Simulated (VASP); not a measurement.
# Pd (I4/mmm) in VASP: further runs

Runs on Pd. Level: PBEsol. Tasks: single point.

Program: VASP 6.6.1. These are calculated values, not measurements. Logs are shortened: lines on timing, memory, paths and dates and some standing lists are left out, and cuts for length are marked.

### Step 1. The cell of the first run

The structure is tetragonal, space group I4/mmm (No. 139). The conventional cell has a = 2.695 Å, b = 2.695 Å, c = 3.890 Å, α = 90.00°, β = 90.00°, γ = 90.00°. Pd (site symmetry 4/mmm) has 12 Pd at 2.70 to 2.72 Å within 3.6 Å.

### Step 2. Single point, PBEsol (equal xx and yy strain of -2 %)

INCAR reads:

```
SYSTEM = Pd
PREC = Accurate
ENCUT = 520
EDIFF = 1E-6
ISMEAR = -1
SIGMA = 0.05
LREAL = .FALSE.
LASPH = .TRUE.
NELM = 100
ALGO = Normal
ISIF = 2
LWAVE = .FALSE.
LCHARG = .FALSE.
GGA = PS
NBANDS = 11
```

KPOINTS reads:

```
Automatic mesh
0
G
  18 18 18
  0 0 0
```

POSCAR reads:

```
Pd
1.0
    0.0000000000      1.9060020000      1.9449000000
    1.9060020000      0.0000000000      1.9449000000
    1.9060020000      1.9060020000      0.0000000000
Pd
1
Direct
    0.0000000000      0.0000000000      0.0000000000
```

Potentials or basis: VASP PAW PBE potentials, release 64 (Pd).

Started as:

```
cat potpaw_PBE.64/Pd/POTCAR > POTCAR
mpirun -np 1 vasp_std > vasp.out
```

OUTCAR:

```text
SYSTEM = Pd
   PREC = Accurate
   ENCUT = 520
   EDIFF = 1E-6
   ISMEAR = -1
   LREAL = .FALSE.
   LASPH = .TRUE.
   NELM = 100
   ISIF = 2
   GGA = PS

 ion  position               nearest neighbor table
   1  0.000  0.000  0.000-

  LATTYP: Found a body centered tetragonal cell.
 ALAT       =     2.6954938783
 C/A-ratio  =     1.4430750636

  Lattice vectors:

 A1 = (  -1.9060020000,   0.0000000000,   1.9449000000)
 A2 = (   1.9060020000,   0.0000000000,   1.9449000000)
 A3 = (   0.0000000000,   1.9060020000,  -1.9449000000)

Analysis of symmetry for initial positions (statically):
=====================================================================
 Subroutine PRICEL returns:
 Original cell was already a primitive cell.

 Routine SETGRP: Setting up the symmetry group for a
 body centered tetragonal supercell.

 Subroutine GETGRP returns: Found 16 space group operations
 (whereof 16 operations were pure point group operations)
 out of a pool of 16 trial point group operations.

The static configuration has the point symmetry D_4h.

Analysis of symmetry for dynamics (positions and initial velocities):
=====================================================================
 Subroutine PRICEL returns:
 Original cell was already a primitive cell.

 Routine SETGRP: Setting up the symmetry group for a
 body centered tetragonal supercell.

 Subroutine GETGRP returns: Found 16 space group operations
 (whereof 16 operations were pure point group operations)
 out of a pool of 16 trial point group operations.

The dynamic configuration has the point symmetry D_4h.

 Subroutine INISYM returns: Found 16 space group operations
 (whereof 16 operations are pure point group operations),
 and found     1 'primitive' translations

----------------------------------------------------------------------------------------

                                     Primitive cell

  volume of cell :      14.1310

  direct lattice vectors                    reciprocal lattice vectors
     0.000000000  1.906002000  1.944900000    -0.262329211  0.262329211  0.257082626
     1.906002000  0.000000000  1.944900000     0.262329211 -0.262329211  0.257082626
     1.906002000  1.906002000  0.000000000     0.262329211  0.262329211 -0.257082626

  length of vectors
     2.723137829  2.723137829  2.695493878     0.451358733  0.451358733  0.451358733

  position of ions in fractional coordinates (direct lattice)
     0.000000000  0.000000000  0.000000000

  ion indices of the primitive-cell ions
   primitive index   ion index
                 1           1

----------------------------------------------------------------------------------------

 KPOINTS: Automatic mesh

Automatic generation of k-mesh.
 Grid dimensions read from file:
 generate k-points for:   18   18   18

 Generating k-lattice:

  Cartesian coordinates                     Fractional coordinates (reciprocal lattice)
    -0.014573845  0.014573845  0.014282368     0.055555556 -0.000000000  0.000000000
     0.014573845 -0.014573845  0.014282368    -0.000000000  0.055555556  0.000000000
     0.014573845  0.014573845 -0.014282368     0.000000000  0.000000000  0.055555556

  Length of vectors
     0.025075485  0.025075485  0.025075485

  Shift w.r.t. Gamma in fractional coordinates (k-lattice)
     0.000000000  0.000000000  0.000000000

 Subroutine IBZKPT returns following result:
 ===========================================

 Found    480 irreducible k-points:

 Following reciprocal coordinates:
            Coordinates               Weight
  0.000000  0.000000  0.000000      1.000000
  0.055556  0.000000  0.000000      8.000000
  0.111111  0.000000  0.000000      8.000000
  0.166667  0.000000  0.000000      8.000000
  0.222222  0.000000  0.000000      8.000000
  0.277778  0.000000  0.000000      8.000000
[... 16 lines left out ...]
 -0.277778  0.055556  0.000000      8.000000
 -0.222222  0.055556  0.000000      8.000000
 [... further k-points ...]
   k-points           NKPTS =    480   k-points in BZ     NKDIM =    480   number of bands    NBANDS=     11
   number of dos      NEDOS =    301   number of ions     NIONS =      1
   total plane-waves  NPLWV =   8000
   dimension x,y,z NGX =    20 NGY =   20 NGZ =   20
   dimension x,y,z NGXF=    40 NGYF=   40 NGZF=   40
   ions per type =               1
   NGX,Y,Z   is equivalent  to a cutoff of  12.21, 12.21, 12.34 a.u.
   NGXF,Y,Z  is equivalent  to a cutoff of  24.42, 24.42, 24.67 a.u.
 SYSTEM =  Pd
   PREC   = accura    normal or accurate (medium, high low for compatibility)
   ISTART =      0    job   : 0-new  1-cont  2-samecut
   ICHARG =      2    charge: 1-file 2-atom 10-const
   ISPIN  =      1    spin polarized calculation?
   LNONCOLLINEAR =      F non collinear calculations
   LSORBIT =      F    spin-orbit coupling
   LASPH  =      T    aspherical Exc in radial PAW
   ENCUT  =  520.0 eV  38.22 Ry    6.18 a.u.   5.06  5.06  5.01*2*pi/ulx,y,z
   NELM   =    100;   NELMIN=  2; NELMDL= -5     # of ELM steps
   EDIFF  = 0.1E-05   stopping-criterion for ELM
   LREAL  =      F    real-space projection
   EDIFFG = 0.1E-04   stopping-criterion for IOM
   NSW    =      0    number of steps for IOM
   IBRION =     -1    ionic relax: 0-MD 1-quasi-New 2-CG
   NFREE  =      0    steps in history (QN), initial steepest desc. (CG)
   ISIF   =      2    stress and relaxation
   ISYM   =      2    0-nonsym 1-usesym 2-fastsym
   POTIM  = 0.5000    time-step for ionic-motion
   TEBEG  =    0.0;   TEEND  =   0.0 temperature during run
   PSTRESS=    0.0 pullay stress
   NELECT =      10.0000    total number of electrons
   NUPDOWN=      -1.0000    fix difference up-down
   EMIN   =  10.00;   EMAX   =-10.00  energy-range for DOS
   EFERMI =   0.00;   METHOD = LEGACY
   ISMEAR =    -1;   SIGMA  =   0.05  broadening in eV -4-tet -1-fermi 0-gaus
   EFERMI_NEDOS =   21; number of points for ismear=-14 and -15
   IALGO  =     38    algorithm
   IMIX   =      4    mixing-type and parameters
     AMIX     =   0.40;   BMIX     =  1.00
     AMIX_MAG =   1.60;   BMIX_MAG =  1.00
  volume/ion in A,a.u.               =      14.13        95.36
  Fermi-wavevector in a.u.,A,eV,Ry     =   1.458871  2.756866 28.957335  2.128304
  Thomas-Fermi vector in A             =   2.575505
   LORBIT       =      0    0 simple, 1 ext, 2 COOP (PROOUT), +10 PAW based schemes
   GGA     = PS    functional components
   LHFCALC =     F    Hartree Fock is set to
   AEXX    =    0.0000 exact exchange contribution
   IVDW    =     0    specifies the selected vdW correction
   LEPSILON=     F    determine dielectric tensor
   LRPA    =     F    only Hartree local field effects (RPA)
 non-spin polarized calculation
  energy-cutoff  :      520.00
  volume of cell :       14.13
 maximum number of plane-waves:       392
   NGX = 11   NGY = 11   NGZ =  9

 number of electron      10.0000004 magnetization

 Free energy of the ion-electron system (eV)
  ---------------------------------------------------
  ext. energy  EPLUGINS =         0.00000000
  ---------------------------------------------------
  free energy    TOTEN  =        -5.96457569 eV

  energy without entropy =       -5.94754075  energy(sigma->0) =       -5.95605822

 E-fermi :  10.3731     XC(G=0): -13.6482

 val. band max:       10.3667992810   @ k =  -0.4444   0.0556   0.2778
 cond. band min:      10.3742577217   @ k =   0.5000   0.0556   0.2778
 fundamental gap:      0.0074584407
 Fermi energy:        10.3731119958

 k-point     1 :       0.0000    0.0000    0.0000
  band No.  band energies     occupation
      1       2.7838      2.00000
      2       7.1726      2.00000
      3       7.3780      2.00000
      4       7.3780      2.00000
      5       8.9476      2.00000
      6       9.1651      2.00000
      7      27.5082      0.00000
      8      32.1731      0.00000
      9      32.6938      0.00000
     10      32.6938      0.00000
     11      36.3084      0.00000

 k-point     2 :       0.0556    0.0000    0.0000
  band No.  band energies     occupation
      1       2.9008      2.00000
      2       7.1805      2.00000
      3       7.3678      2.00000
      4       7.4200      2.00000
      5       8.9295      2.00000
      6       9.1410      2.00000
      7      27.6442      0.00000
      8      31.7032      0.00000
      9      32.5422      0.00000
     10      32.8373      0.00000
     11      36.3410      0.00000

 k-point     3 :       0.1111    0.0000    0.0000
  band No.  band energies     occupation
      1       3.2383      2.00000
      2       7.1292      2.00000
      3       7.4170      2.00000
      4       7.5307      2.00000
      5       8.8953      2.00000
      6       9.0866      2.00000
      7      27.9694      0.00000
      8      30.1976      0.00000
      9      32.9043      0.00000
     10      33.2466      0.00000
     11      36.3638      0.00000

 k-point     4 :       0.1667    0.0000    0.0000
  band No.  band energies     occupation
      1       3.7461      2.00000
      2       7.0415      2.00000
      3       7.5165      2.00000
      4       7.6597      2.00000
      5       8.9076      2.00000
      6       9.0585      2.00000
      7      27.8468      0.00000
      8      28.9049      0.00000
      9      33.5116      0.00000
     10      33.8485      0.00000
     11      36.4259      0.00000
[... 239 lines left out ...]
 k-point    22 :      -0.3333    0.0556    0.0000
  band No.  band energies     occupation
      1       4.8767      2.00000
      2       7.3100      2.00000
      3       7.5807      2.00000
      4       8.4730      2.00000
      5       9.6069      2.00000
      6      10.3997      0.74007
      7      21.4745      0.00000
      8      27.6619      0.00000
      9      31.8219      0.00000
     10      34.1792      0.00000
     11      36.3483      0.00000

 k-point    23 :      -0.2778    0.0556    0.0000
  band No.  band energies     occupation
      1       4.8428      2.00000
      2       7.3848      2.00000
      3       7.6702      2.00000
      4       7.6998      2.00000
      5       9.2432      2.00000
      6       9.8743      1.99991
      7      23.5139      0.00000
      8      28.2070      0.00000
      9      32.5316      0.00000
     10      35.6796      0.00000
     11      35.7491      0.00000

 k-point    24 :      -0.2222    0.0556    0.0000
  band No.  band energies     occupation
      1       4.5610      2.00000
      2       7.0623      2.00000
      3       7.5681      2.00000
      4       7.7790      2.00000
      5       8.9587      2.00000
      6       9.4540      2.00000
      7      25.5489      0.00000
      8      28.6459      0.00000
      9      32.9016      0.00000
     10      35.3577      0.00000
     11      35.9702      0.00000

 [... further k-points ...]

------------------------ aborting loop because EDIFF is reached ----------------------------------------

  FORCE on cell =-STRESS in cart. coord.  units (eV):
  Direction    XX          YY          ZZ          XY          YZ          ZX
  --------------------------------------------------------------------------------------
  -------------------------------------------------------------------------------------
  Total        0.5855036      0.5855036      0.4470535      0.0000000      0.0000000      0.0000000
  in kB       66.3844246     66.3844246     50.6869493      0.0000000      0.0000000      0.0000000
  external PRESSURE =      61.1519329 kB  Pullay stress =       0.0000000 kB

 VOLUME and BASIS-vectors are now :
 -----------------------------------------------------------------------------
  energy-cutoff  :      520.00
  volume of cell :       14.13
      direct lattice vectors                 reciprocal lattice vectors
     0.000000000  1.906002000  1.944900000    -0.262329211  0.262329211  0.257082626
     1.906002000  0.000000000  1.944900000     0.262329211 -0.262329211  0.257082626
     1.906002000  1.906002000  0.000000000     0.262329211  0.262329211 -0.257082626

 POSITION                                       TOTAL-FORCE (eV/Angst)
 -----------------------------------------------------------------------------------
      0.00000      0.00000      0.00000         0.000000     -0.000000     -0.000000
 -----------------------------------------------------------------------------------
    total drift:                               -0.000000     -0.000000     -0.000000

  FREE ENERGIE OF THE ION-ELECTRON SYSTEM (eV)
  ---------------------------------------------------
  free  energy   TOTEN  =        -5.9645756880 eV

  energy  without entropy=       -5.9475407488  energy(sigma->0) =       -5.95605822
```

Run time: 33 s. Hardware: 1 thread of AMD EPYC 9R45 (Zen 5), shared host; peak memory 0.15 GiB.

Results:

```
Free energy            : -5.9646 eV
Pressure               : 6.1 GPa
Band gap on the k mesh : zero (bands 5 and 6 overlap by 1.74 eV)
```

Stress tensor (GPa, compression positive):
```
6.64 0.00 0.00
0.00 6.64 0.00
0.00 0.00 5.07
```

Caveat: the cell differs from its parent crystal (equal xx and yy strain of -2 %); the cell stands under pressure; the PAW data sets were made with another functional, which shifts forces and pressure a little.

### Step 3. Single point, PBEsol (zz strain of -2 %)

INCAR reads:

```
ALGO = Normal ; EDIFF = 1E-7
ENCUT = 520 ; GGA = PS
ISIF = 2 ; ISMEAR = -1
LASPH = True ; LCHARG = True
LELF = True ; LREAL = False
LVHAR = True ; LWAVE = False
NBANDS = 11 ; NELM = 100
PREC = Accurate ; SIGMA = 0.05
```

KPOINTS reads:

```
k-points
0
Gamma
  18 18 18
```

POSCAR reads:

```
Pd
1.0
    0.0000000000      1.9449000000      1.9060020000
    1.9449000000      0.0000000000      1.9060020000
    1.9449000000      1.9449000000      0.0000000000
Pd
1
Direct
    0.0000000000      0.0000000000      0.0000000000
```

Potentials or basis: VASP PAW PBE potentials, release 64 (Pd).

Started as:

```
cat potpaw_PBE.64/Pd/POTCAR > POTCAR
mpirun -np 1 vasp_std > vasp.out
```

It took 37 s on 1 thread of AMD EPYC 9R45 (Zen 5), shared host; peak memory 0.16 GiB.

It converged, with:

* Free energy: -5.9717 eV
* Pressure: 1.6 GPa
* Band gap on the k mesh: zero (bands 5 and 6 overlap by 1.68 eV)

Stress tensor (GPa, compression positive):
```
1.15 0.00 0.00
0.00 1.15 0.00
0.00 0.00 2.38
```

Levels at points of the mesh, in eV from the Fermi level:
```csv
k point,band 3,band 4,band 5,band 6,band 7,band 8
"(0.00, 0.00, 0.00)",-3.03,-2.84,-1.38,-1.17,17.14,21.86
"(0.50, 0.00, 0.00)",-2.92,-0.07,0.02,0.86,7.44,16.48
"(0.50, 0.50, 0.00)",-0.05,0.31,0.31,3.52,11.32,12.97
"(0.50, 0.00, 0.50)",-0.05,0.23,0.37,3.11,10.76,13.29
```

Caveat: the cell differs from its parent crystal (zz strain of -2 %); the PAW data sets were made with another functional, which shifts forces and pressure a little.
